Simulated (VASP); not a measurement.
Be: single point with BLYP

Crystal: Be.

```xyz
4
Lattice="2.3464 0.0000 0.0000 -1.1732 2.0321 0.0000 0.0000 0.0000 7.4415" Properties=species:S:1:pos:R:3 pbc="T T T"
Be    2.3464    0.0000    0.0000
Be    2.3464    0.0000    3.7208
Be    0.0000    1.3547    1.8604
Be    1.1732    0.6774    5.5811
```

This cell differs from its parent crystal: volume scaled by 1.12.

* Program: VASP 6.6.1
* Task: single point
* Functional: BLYP
* Potentials or basis: VASP PAW PBE potentials, release 64 (Be)
* Cutoff: 520 eV
* k mesh: 18 × 18 × 5
* Occupations: fermi-dirac, width 0.1 eV
* Spin: no spin polarisation

```yaml
Pressure: -11.2 GPa
Band_gap_on_the_k_mesh: zero (band 4 reaches 7.42 eV, above the bottom of band 5 at 6.15 eV)
```

Stress tensor (GPa, compression positive):
```
-10.82   0.00   0.00
  0.00 -10.82   0.00
  0.00   0.00 -11.80
```

Levels at points of the mesh, in eV from the Fermi level:
```csv
k point,band 1,band 2,band 3,band 4,band 5,band 6,band 7,band 8,band 9
"(0.00, 0.00, 0.00)",-10.83,-8.81,-8.79,-4.28,0.48,9.34,9.35,14.35,14.35
"(0.50, 0.00, 0.00)",-4.64,-3.86,-3.45,-2.73,0.77,0.82,3.74,5.52,6.37
```

It took 19 s on 1 thread of AMD EPYC 9R45 96-Core Processor (Zen 5) (shared host), peak memory 0.13 GiB.

Caveat: the PAW data sets were made with another functional, which shifts forces and pressure a little.
